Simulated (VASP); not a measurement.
**TiB: single point with PBEsol**

The system is TiB.

```
CELL_PARAMETERS angstrom
6.14033 0.00000 0.00000
0.00000 3.07017 0.00000
0.00000 0.00000 4.57515
ATOMIC_POSITIONS crystal
Ti 0.17700 0.25000 0.12300
Ti 0.82300 0.75000 0.87700
Ti 0.32300 0.75000 0.62300
Ti 0.67700 0.25000 0.37700
B 0.02900 0.25000 0.60300
B 0.97100 0.75000 0.39700
B 0.47100 0.75000 0.10300
B 0.52900 0.25000 0.89700
```

* Program: VASP 6.6.1
* Task: single point
* Functional: PBEsol
* Potentials or basis: VASP PAW PBE potentials, release 64 (Ti_sv, B)
* Cutoff: 500 eV
* k mesh: 5 × 9 × 6
* Occupations: fermi-dirac, width 0.1 eV
* Spin: no spin polarisation
* Dipole correction: no
* Further INCAR settings: ALGO = Normal; EDIFF = 1e-06; NBANDS = 40

The pressure is -7.5 GPa. The largest force is 0.279 eV/Å and the band gap on the k mesh is zero (bands 30 and 31 overlap by 1.56 eV).

Forces on the atoms (eV/Å):
```
Ti   0.114  0.000  0.004
Ti  -0.114  0.000 -0.004
Ti  -0.114  0.000  0.004
Ti   0.114  0.000 -0.004
B    0.037  0.000 -0.276
B   -0.037  0.000  0.276
B   -0.037  0.000 -0.276
B    0.037  0.000  0.276
```

Stress tensor (GPa, compression positive):
```
-7.60  0.00  0.00
 0.00 -7.48  0.00
 0.00  0.00 -7.34
```

Levels at points of the mesh, in eV from the Fermi level:
```csv
k point,band 27,band 28,band 29,band 30,band 31,band 32,band 33,band 34
"(0.00, 0.00, 0.00)",-0.89,-0.72,0.62,0.77,0.90,1.21,1.45,1.57
"(0.00, 0.00, 0.50)",-0.91,-0.91,-0.03,-0.03,1.57,1.57,2.03,2.03
```

It took 3.7 min on 1 thread of Intel(R) Xeon(R) Platinum 8488C (Sapphire Rapids), on a shared host, peak memory 0.28 GiB.

Caveat: the cell stands under tension; the PAW data sets were made with another functional, which shifts forces and pressure a little.
